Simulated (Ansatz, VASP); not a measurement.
**AlRu: VASP beside Ansatz**

File INCAR:

```
SYSTEM = AlRu
PREC = Accurate
ENCUT = 520
EDIFF = 1E-7
ISMEAR = 0
SIGMA = 0.1
LREAL = .FALSE.
LASPH = .TRUE.
NELM = 80
ALGO = Normal
ISIF = 2
LWAVE = .FALSE.
LCHARG = .FALSE.
GGA = PE
NBANDS = 16
```

File KPOINTS:

```
regular mesh
0
G
  14 14 14
  0 0 0
```

The input POSCAR:

```
AlRu
1.0
    2.9306910240      0.0000000000      0.0000000000
    0.0000000000      2.9306910240      0.0000000000
    0.0000000000      0.0000000000      2.9306910240
Al Ru
1 1
Direct
    0.0000000000      0.0000000000      0.0000000000
    0.5000000000      0.5000000000      0.5000000000
```

Input for Ansatz:

```yaml
crystal:
  lattice:
    - [2.930691024, 0.0, 0.0]
    - [0.0, 2.930691024, 0.0]
    - [0.0, 0.0, 2.930691024]
  atoms:
    - { symbol: Al, position: [0.0, 0.0, 0.0] }
    - { symbol: Ru, position: [0.5, 0.5, 0.5] }
basis:
  ecutwfc: 420
kpoints:
  mp_grid: { grid: [14, 14, 14] }
hamiltonian:
  xc: pbe
scf:
  occupations: { method: gaussian, width: 0.1 }
output:
  forces: true
  stress: true
  eigenvalues: true
```

Alike in both runs: task single point; functional PBE; k mesh 14 × 14 × 14; occupations gaussian, width 0.1 eV; no spin polarisation.

```csv
,VASP,Ansatz
version,VASP 6.6.1,Ansatz 0.2.0
potentials or method,"VASP PAW PBE potentials, release 64 (Al, Ru_pv), cutoff 520 eV","scalar-relativistic, plane waves, PAW"
valence electrons in the cell,17,19
```

|  | VASP | Ansatz | Ansatz less VASP |
| --- | --- | --- | --- |
| gap on the k mesh at the Fermi level (eV) | none | none | - |
| pressure (GPa) | 17.8 | 17.7 | -0.01 |

A gap of «none» marks a metal or a gap that the smearing closes. The functional is the same, so the differences come from potentials, cutoffs and numerics. VASP's potentials hold 17 valence electrons a cell and Ansatz's 19, so a difference there can come from the potentials and not from the codes.
